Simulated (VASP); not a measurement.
A run of VASP 6.6.1 is set up as follows.

The input INCAR:

```
  PREC = Accurate
  ENCUT = 520
  EDIFF = 1E-6
  ISMEAR = 1
  SIGMA = 0.0279
  LREAL = F
  LASPH = T
  NELM = 100
  ALGO = Normal
  ISIF = 2
  LWAVE = F
  LCHARG = F
  GGA = PE
  NBANDS = 16
```

The input KPOINTS:

```
Automatic mesh
0
Gamma
  7 7 7
```

POSCAR

```
Al2Au
1.0
    0.0000000000      3.0009600000      3.0009600000
    3.0009600000      0.0000000000      3.0009600000
    3.0009600000      3.0009600000      0.0000000000
Au Al
1 2
Direct
    0.0000000000      0.0000000000      0.0000000000
    0.2500000000      0.2500000000      0.2500000000
    0.7500000000      0.7500000000      0.7500000000
```

Potentials or basis: VASP PAW PBE potentials, release 64 (Au, Al).

Launch:

```bash
$ cat potpaw_PBE.64/Au/POTCAR potpaw_PBE.64/Al/POTCAR > POTCAR
$ mpirun -np 1 vasp_std > vasp.out
```

**Question.** Estimate the pressure.

**Answer.** 3.0 GPa.
